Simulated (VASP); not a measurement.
Input of a VASP 6.6.1 run:

Contents of INCAR:

```
PREC     = Accurate       # precision mode
ENCUT    = 520            # plane-wave cutoff, eV
EDIFF    = 1E-6           # SCF threshold, eV
ISMEAR   = -1             # smearing method
SIGMA    = 0.05           # smearing width, eV
LREAL    = Auto         
LASPH    = True           # aspherical terms in the spheres
NELM     = 80             # most SCF steps
ALGO     = Normal         # electronic algorithm
ISIF     = 2              # what is computed and relaxed
LWAVE    = False          # write WAVECAR
LCHARG   = False          # write CHGCAR
GGA      = PE             # functional
NBANDS   = 110            # bands
```

File KPOINTS:

```
regular mesh
0
Gamma
  3 2 1
```

The input POSCAR:

```
Ca18HO
1.0
    7.8913120000      0.0000000000      0.0000000000
    5.9184840000     10.2511150000      0.0000000000
    0.0000000000      0.0000000000     18.4432290000
Ca O H
18 1 1
Direct
    0.1666666504      0.1111111328      0.0542204405
    0.6666666504      0.1111111328      0.0542204405
    0.1666666748      0.4444444336      0.0542204405
    0.6666666748      0.4444444336      0.0542204405
    0.1666666992      0.7777777344      0.0542204405
    0.6666666992      0.7777777344      0.0542204405
   -0.1637253719      0.2159493870      0.2192664311
    0.3388221059      0.2121685300      0.2193175067
   -0.1580240680      0.5398504455      0.2188890026
    0.3426118496      0.5423812922      0.2191545743
   -0.1568727554      0.8791512923      0.2289051988
    0.3376632235      0.8790078933      0.2173555401
    0.0006089434     -0.0252102332      0.3855426292
    0.5402998698     -0.0396630025      0.3833658412
    0.0184474371      0.3053379071      0.3853790462
    0.5035115181      0.3205051353      0.3862378437
   -0.0083854060      0.6664140437      0.3822302483
    0.5178989410      0.6417207299      0.3866451477
   -0.1507144020      0.8747801581      0.3516765421
   -0.3252046236      0.7441473440      0.3991843294
```

Potentials or basis: VASP PAW PBE potentials, release 64 (Ca_sv, O, H).

Launch:

```bash
$ cat potpaw_PBE.64/Ca_sv/POTCAR potpaw_PBE.64/O/POTCAR potpaw_PBE.64/H/POTCAR > POTCAR
$ mpirun -np 1 vasp_std > vasp.out
```

**Question.** Predict the largest force.

**Answer.** 0.380 eV/Å.

**Question.** Predict the band gap on the k mesh.

**Answer.** Zero (an odd number of electrons rules out a gap without spin polarisation).

Forces in eV/Å, atoms in the order of the input:
```
Ca  -0.018  0.019 -0.055
Ca   0.015 -0.044  0.001
Ca  -0.002 -0.039 -0.063
Ca  -0.004 -0.039 -0.080
Ca  -0.052 -0.016 -0.030
Ca   0.050 -0.012  0.049
Ca  -0.004  0.003 -0.006
Ca   0.004  0.003 -0.004
Ca   0.008 -0.024 -0.049
Ca   0.005  0.007 -0.005
Ca  -0.011  0.003 -0.059
Ca  -0.009  0.014 -0.025
Ca   0.047  0.040  0.002
Ca  -0.046  0.037  0.017
Ca  -0.001  0.008 -0.012
Ca  -0.001  0.009  0.006
Ca   0.006 -0.044  0.007
Ca  -0.005  0.004 -0.032
O   -0.007  0.003 -0.034
H    0.025  0.065  0.374
```

Caveat: there is no dipole correction, which matters where the two faces differ.
